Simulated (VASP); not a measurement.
A run of VASP 6.6.1 is set up as follows.

File POSCAR:

```
Sn
1.0
   -2.9677460246      2.9677460246      1.5036060214
    2.9677460246     -2.9677460246      1.5036060214
    2.9677460246      2.9677460246     -1.5036060214
Sn
2
Direct
    0.0000000000      0.0000000000      0.0000000000
    0.7500000000      0.2500000000      0.5000000000
```

The input INCAR.step1:

```
  ALGO = Normal
  EDIFF = 1E-5
  ENCUT = 520
  GGA = PE
  ISIF = 2
  ISMEAR = -1
  LASPH = T
  LCHARG = F
  LREAL = F
  LWAVE = T
  NBANDS = 21
  NELM = 80
  PREC = Accurate
  SIGMA = 0.05
```

Contents of INCAR.step2:

```
  AEXX = 0.25
  ALGO = Normal
  EDIFF = 1E-6
  ENCUT = 520
  GGA = PS
  ISIF = 2
  ISMEAR = -1
  ISTART = 1
  LASPH = T
  LCHARG = F
  LHFCALC = T
  LREAL = F
  LWAVE = F
  NBANDS = 21
  NELM = 80
  PREC = Accurate
  PRECFOCK = Normal
  SIGMA = 0.05
```

KPOINTS

```
k-points
0
Gamma
  5 5 5
```

Potentials or basis: VASP PAW PBE potentials, release 64 (Sn_d).

Run with:

```bash
$ cat potpaw_PBE.64/Sn_d/POTCAR > POTCAR
$ cp INCAR.step1 INCAR
$ mpirun -np 1 vasp_std > vasp.out
$ cp INCAR.step2 INCAR
$ mpirun -np 1 vasp_std > vasp.out
```

Q: Predict the pressure.

A: -0.1 GPa.

Q: Predict the band gap on the k mesh.

A: Zero (bands 14 and 15 overlap by 3.30 eV).

Stress tensor (GPa, compression positive):
```
-0.14  0.00  0.00
 0.00 -0.14  0.00
 0.00  0.00 -0.05
```

Caveat: the k points lie up to 0.47 Å⁻¹ apart, too coarse for converged energies and pressures of a metal; the PAW data sets were made with another functional, which shifts forces and pressure a little; spin-orbit coupling is left out, which moves the levels of the heavy elements.
